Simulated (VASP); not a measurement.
Here is a VASP 6.6.1 calculation.

INCAR

```
ALGO = Normal
EDIFF = 1E-7
EDIFFG = -0.002
ENCUT = 500
GGA = PE
GGA_COMPAT = F
IBRION = 2
ISIF = 3
ISMEAR = 0
LASPH = T
LCHARG = F
LREAL = F
LWAVE = F
NELM = 120
NELMIN = 4
NSW = 80
PREC = Accurate
SIGMA = 0.1
```

The input KPOINTS:

```
k-points
0
Gamma
  24 24 14
```

POSCAR

```
Ti
1.0
    2.9500000000      0.0000000000      0.0000000000
   -1.4750000000      2.5547749412      0.0000000000
    0.0000000000      0.0000000000      4.6800000000
Ti
2
Direct
    0.3333333333      0.6666666667      0.2500000000
    0.6666666667      0.3333333333      0.7500000000
```

Potentials or basis: VASP PAW PBE potentials, release 64 (Ti_sv).

The run is started by

```bash
$ cat potpaw_PBE.64/Ti_sv/POTCAR > POTCAR
$ mpirun -np 1 vasp_std > vasp.out
```

Q: Estimate the space group after relaxing (to 0.1 Å).

A: P6_3/mmc (No. 194).

Q: What does it give for the relaxed volume?

A: 17.34 Å³/atom.

Final structure:
```xyz
2
Lattice="2.9363 0.0000 0.0000 -1.4681 2.5429 0.0000 0.0000 0.0000 4.6456" Properties=species:S:1:pos:R:3 pbc="T T T"
Ti    0.0000    1.6953    1.1614
Ti    1.4681    0.8476    3.4842
```
